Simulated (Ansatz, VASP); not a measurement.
## One calculation of Cs2LiScF6, two programs

INCAR

```
PREC = Accurate
ENCUT = 520
EDIFF = 1E-7
ISMEAR = 0
SIGMA = 0.05
LREAL = F
LASPH = T
NELM = 100
ALGO = Normal
ISIF = 2
LWAVE = F
LCHARG = F
GGA = PS
NBANDS = 48
```

Contents of KPOINTS:

```
Automatic mesh
0
Gamma
  6 6 6
```

The input POSCAR:

```
Cs2LiScF6
1.0
    0.0000000000      4.2963951983      4.2963951983
    4.2963951983      0.0000000000      4.2963951983
    4.2963951983      4.2963951983      0.0000000000
Cs Li Sc F
2 1 1 6
Direct
    0.7517743800      0.7482256200      0.7482256200
    0.2517743800      0.2482256200      0.2482256200
    0.5465506525      0.4534493475      0.4534493475
   -0.0030510315      0.0030510315      0.0030510315
    0.7503113525      0.2496886475      0.2496886475
    0.2346014300      0.2390377562      0.7653985700
    0.2239505387      0.7760494613      0.7760494613
    0.2346014300      0.7653985700      0.2390377562
    0.7609622438      0.2390377562      0.7653985700
    0.7609622438      0.7653985700      0.2390377562
```

Input for Ansatz:

```yaml
crystal:
  lattice:
    - [0.0, 4.2963951983, 4.2963951983]
    - [4.2963951983, 0.0, 4.2963951983]
    - [4.2963951983, 4.2963951983, 0.0]
  atoms:
    - { symbol: Cs, position: [0.75177438, 0.74822562, 0.74822562] }
    - { symbol: Cs, position: [0.25177438, 0.24822562, 0.24822562] }
    - { symbol: Li, position: [0.5465506525, 0.4534493475, 0.4534493475] }
    - { symbol: Sc, position: [-0.0030510315, 0.0030510315, 0.0030510315] }
    - { symbol: F, position: [0.7503113525, 0.2496886475, 0.2496886475] }
    - { symbol: F, position: [0.23460143, 0.2390377562, 0.76539857] }
    - { symbol: F, position: [0.2239505387, 0.7760494613, 0.7760494613] }
    - { symbol: F, position: [0.23460143, 0.76539857, 0.2390377562] }
    - { symbol: F, position: [0.7609622438, 0.2390377562, 0.76539857] }
    - { symbol: F, position: [0.7609622438, 0.76539857, 0.2390377562] }
basis:
  ecutwfc: 420
kpoints:
  mp_grid: { grid: [6, 6, 6] }
hamiltonian:
  xc: pbesol
scf:
  occupations: { method: gaussian, width: 0.05 }
output:
  forces: true
  stress: true
  eigenvalues: true
```

Change from the starting cell: mode 4 (38.0 1/cm) frozen in, largest displacement -0.400 Å.

Alike in both runs: task single point; functional PBEsol; k mesh 6 × 6 × 6; occupations gaussian, width 0.05 eV; no spin polarisation.

```csv
,VASP,Ansatz
version,VASP 6.6.1,Ansatz 0.2.0
potentials or method,"VASP PAW PBE potentials, release 64 (Cs_sv, Li_sv, Sc_sv, F), cutoff 520 eV","scalar-relativistic, plane waves, PAW"
valence electrons in the cell,74,74
```

```csv
,VASP,Ansatz,Ansatz less VASP
gap on the k mesh at the Fermi level (eV),6.77,6.80,+0.029
least direct gap on the mesh (eV),6.78,6.81,+0.030
rms of the force components (eV/Å),0.216,0.205,-0.0112
```

VASP's potentials were made for PBE, not for PBEsol. Atom by atom the forces differ by 0.040 eV/Å (rms over components). The functional is the same, so the differences come from potentials, cutoffs and numerics.

Neither program's run includes spin-orbit coupling. Noted on VASP's run: the cutoff is short for stress, so the pressure is rough.
